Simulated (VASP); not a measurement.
# Si2W in VASP: further runs, part 2 of 2

VASP 6.6.1. The steps go on from the part before.

**5. Single point, LDA (equal xy, yz and zx shear strains of +2 %)**

File INCAR:

```
SYSTEM = Si2W
ALGO = Normal ; EDIFF = 1E-6
ENCUT = 520 ; ISIF = 2
ISMEAR = -1 ; LASPH = .True.
LCHARG = .False. ; LREAL = .False.
LWAVE = .False. ; NBANDS = 18
NELM = 60 ; PREC = Accurate
SIGMA = 0.05
```

File KPOINTS:

```
k-points
0
Gamma
  11 11 14
  0 0 0
```

File POSCAR:

```
Si2W
1.0
   -1.5505400000      1.6293400000      3.9400000000
    1.6293400000     -1.5505400000      3.9400000000
    1.5826600000      1.5826600000     -3.9078800000
Si W
2 1
Direct
    0.3330000000      0.3330000000      0.0000000000
    0.6670000000      0.6670000000      0.0000000000
    0.0000000000      0.0000000000      0.0000000000
```

Potentials or basis: VASP PAW LDA potentials, release 64 (Si, W_sv).

Started as:

```
$ cat potpaw_LDA.64/Si/POTCAR potpaw_LDA.64/W_sv/POTCAR > POTCAR
$ mpirun -np 1 vasp_std > vasp.out
```

OUTCAR:

```text
SYSTEM = Si2W
   EDIFF = 1E-6
   ENCUT = 520
   ISIF = 2
   ISMEAR = -1
   LASPH = .True.
   LREAL = .False.
   NELM = 60
   PREC = Accurate

 ion  position               nearest neighbor table
   1  0.333  0.333  0.000-   2 2.60   2 2.60   3 2.61   3 2.61   2 2.61   3 2.61   3 2.62   2 2.63
                             2 2.67   3 2.68
   2  0.667  0.667  0.000-   1 2.60   1 2.60   3 2.61   3 2.61   1 2.61   3 2.61   3 2.62   1 2.63
                             1 2.67   3 2.68
   3  0.000  0.000  0.000-   2 2.61   2 2.61   1 2.61   1 2.61   1 2.61   2 2.61   2 2.62   1 2.62
                             2 2.68   1 2.68

  Warning from LATTYP: Got some problem with cell dimensions!
  Tried to take original basis but could not verify dimensions!
  LATTYP: Found a base centered monoclinic cell.
 ALAT       =     4.5883282278
[... 704 lines left out ...]
  -------------------------------------------------------------------------------------
  Total       -1.3163857     -1.3163857     -2.1338746     -0.9405308     -0.9625851     -0.9625850
  in kB      -51.9010175    -51.9010175    -84.1320775    -37.0822203    -37.9517530    -37.9517519
  external PRESSURE =     -62.6447042 kB  Pullay stress =       0.0000000 kB

 VOLUME and BASIS-vectors are now :
 -----------------------------------------------------------------------------
  energy-cutoff  :      520.00
  volume of cell :       40.64
      direct lattice vectors                 reciprocal lattice vectors
    -1.550540000  1.629340000  3.940000000    -0.004339830  0.310137446  0.123845577
     1.629340000 -1.550540000  3.940000000     0.310137446 -0.004339830  0.123845577
     1.582660000  1.582660000 -3.907880000     0.308311055  0.308311055 -0.006166221

 POSITION                                       TOTAL-FORCE (eV/Angst)
 -----------------------------------------------------------------------------------
      0.02624      0.02624      2.62404         0.005378      0.005378      0.310653
      0.05256      0.05256      5.25596        -0.005378     -0.005378     -0.310653
      0.00000      0.00000      0.00000         0.000000      0.000000     -0.000000
 -----------------------------------------------------------------------------------
    total drift:                                0.000000      0.000000     -0.000000

  FREE ENERGIE OF THE ION-ELECTRON SYSTEM (eV)
  ---------------------------------------------------
  free  energy   TOTEN  =       -27.3009559591 eV

  energy  without entropy=      -27.2987892988  energy(sigma->0) =      -27.29987263
```

stdout:

```text
POSCAR found type information on POSCAR SiW
 POSCAR found :  2 types and       3 ions
 scaLAPACK will be used
 LDA part: xc-table for (Slater(with rela. corr.)+CA(PZ))
 , standard interpolation
 POSCAR, INCAR and KPOINTS ok, starting setup
 FFT: planning ... GRIDC
 FFT: planning ... GRID_SOFT
 FFT: planning ... GRID
 WAVECAR not read
 entering main loop
```

It took 2.6 min on 1 thread of Intel Xeon 6975P-C (Granite Rapids), shared host; peak memory 0.41 GiB.

What came out:

- Free energy: -27.3010 eV
- Pressure: -6.3 GPa
- Largest force: 0.311 eV/Å
- Band gap on the k mesh: zero (bands 11 and 12 overlap by 1.16 eV)

Forces on the atoms (eV/Å):
```
Si   0.005  0.005  0.311
Si  -0.005 -0.005 -0.311
W    0.000  0.000  0.000
```

Stress tensor (GPa, compression positive):
```
-5.19 -3.71 -3.80
-3.71 -5.19 -3.80
-3.80 -3.80 -8.41
```

Caveat: the cell differs from its parent crystal (equal xy, yz and zx shear strains of +2 %); the cell stands under tension; spin-orbit coupling is left out, which moves the levels of the heavy elements.

**6. Single point, LDA (13.69 Å³/atom)**

This run uses another cell than the first one, of 13.69 Å³/atom.

File INCAR:

```
SYSTEM = Si2W
ALGO = Normal
EDIFF = 1E-6
ENCUT = 520
ISIF = 2
ISMEAR = -1
ISYM = 0
LASPH = .TRUE.
LCHARG = .FALSE.
LREAL = .FALSE.
LWAVE = .FALSE.
NBANDS = 18
NELM = 60
PREC = Accurate
SIGMA = 0.05
```

File KPOINTS:

```
k-points
0
G
  11 11 14
  0 0 0
```

File POSCAR:

```
Si2W
1.0
   -1.6113355874      1.6113355874      3.9530897972
    1.6113355874     -1.6113355874      3.9530897972
    1.6113355874      1.6113355874     -3.9530897972
Si W
2 1
Direct
    0.3330000000      0.3330000000      0.0000000000
    0.6670000000      0.6670000000      0.0000000000
    0.0000000000      0.0000000000      0.0000000000
```

Potentials or basis: VASP PAW LDA potentials, release 64 (Si, W_sv).

Started as:

```
$ cat potpaw_LDA.64/Si/POTCAR potpaw_LDA.64/W_sv/POTCAR > POTCAR
$ mpirun -np 1 vasp_std > vasp.out
```

OUTCAR:

```text
SYSTEM = Si2W
   EDIFF = 1E-6
   ENCUT = 520
   ISIF = 2
   ISMEAR = -1
   ISYM = 0
   LASPH = .TRUE.
   LREAL = .FALSE.
   NELM = 60
   PREC = Accurate

 ion  position               nearest neighbor table
   1  0.333  0.333  0.000-   2 2.63   2 2.63   2 2.63   2 2.63   3 2.63   3 2.63   3 2.63   3 2.63
                             3 2.63   2 2.64
   2  0.667  0.667  0.000-   1 2.63   1 2.63   1 2.63   1 2.63   3 2.63   3 2.63   3 2.63   3 2.63
                             3 2.63   1 2.64
   3  0.000  0.000  0.000-   1 2.63   2 2.63   2 2.63   1 2.63   2 2.63   2 2.63   2 2.63   1 2.63
                             1 2.63   1 2.63

IMPORTANT INFORMATION: All symmetrisations will be switched off!
[... 686 lines left out ...]
  -------------------------------------------------------------------------------------
  Total       -1.9318198     -1.9318176     -2.7830696      0.0117524      0.0003074      0.0003071
  in kB      -75.3890935    -75.3890099   -108.6090422      0.4586362      0.0119966      0.0119856
  external PRESSURE =     -86.4623819 kB  Pullay stress =       0.0000000 kB

 VOLUME and BASIS-vectors are now :
 -----------------------------------------------------------------------------
  energy-cutoff  :      520.00
  volume of cell :       41.06
      direct lattice vectors                 reciprocal lattice vectors
    -1.611335587  1.611335587  3.953089797     0.000000000  0.310301593  0.126483340
     1.611335587 -1.611335587  3.953089797     0.310301593  0.000000000  0.126483340
     1.611335587  1.611335587 -3.953089797     0.310301593  0.310301593  0.000000000

 POSITION                                       TOTAL-FORCE (eV/Angst)
 -----------------------------------------------------------------------------------
      0.00000      0.00000      2.63276        -0.000460     -0.000460      0.335224
      0.00000      0.00000      5.27342         0.000460      0.000460     -0.335224
      0.00000      0.00000      0.00000        -0.000000      0.000000     -0.000000
 -----------------------------------------------------------------------------------
    total drift:                               -0.000000     -0.000000     -0.000001

  FREE ENERGIE OF THE ION-ELECTRON SYSTEM (eV)
  ---------------------------------------------------
  free  energy   TOTEN  =       -27.3102211591 eV

  energy  without entropy=      -27.3079524741  energy(sigma->0) =      -27.30908682
```

Wall time 5.2 min (1 thread of Intel Xeon 6975P-C (Granite Rapids), shared host); peak memory 0.65 GiB.

What came out:

- Free energy: -27.3102 eV
- Pressure: -8.6 GPa
- Largest force: 0.335 eV/Å
- Band gap on the k mesh: zero (bands 11 and 12 overlap by 1.23 eV)

Forces in eV/Å, atoms in the order of the input:
```
Si   0.000  0.000  0.335
Si   0.000  0.000 -0.335
W    0.000  0.000  0.000
```

Caveat: the cell stands under tension; spin-orbit coupling is left out, which moves the levels of the heavy elements.

**7. Overview**

| cell | cutoff (eV) | gap on the mesh (eV) | pressure (GPa) | largest force (eV/Å) |
| --- | --- | --- | --- | --- |
| a = 4.486 Å, angles 138.6, 138.6, 59.9°, 3 atoms | 500 | none | 3.0 | 0.23 |
| a = 4.533 Å, angles 138.6, 138.6, 59.9°, 3 atoms | 500 | none | -4.4 | 0.30 |
| a = 4.554, b = 4.554, c = 4.570 Å, angles 138.8, 138.8, 60.2°, 3 atoms | 520 | none | -6.5 | 0.31 |
| a = 4.537, b = 4.537, c = 4.503 Å, angles 138.4, 138.4, 59.4°, 3 atoms | 520 | none | -6.3 | 0.31 |
| a = 4.563 Å, angles 138.6, 138.6, 59.9°, 3 atoms | 520 | none | -8.6 | 0.34 |

Alike in all rows: task single point; level LDA; potentials or basis VASP PAW LDA potentials, release 64 (Si, W_sv); no spin polarisation; k mesh 11 × 11 × 14; smearing fermi-dirac 0.05 eV.

Caveats: spin-orbit coupling is left out, which moves the levels of the heavy elements; the cell stands under tension (at least some runs).

Total energies depend on the potentials used, so only differences within one code and one set of settings carry meaning.
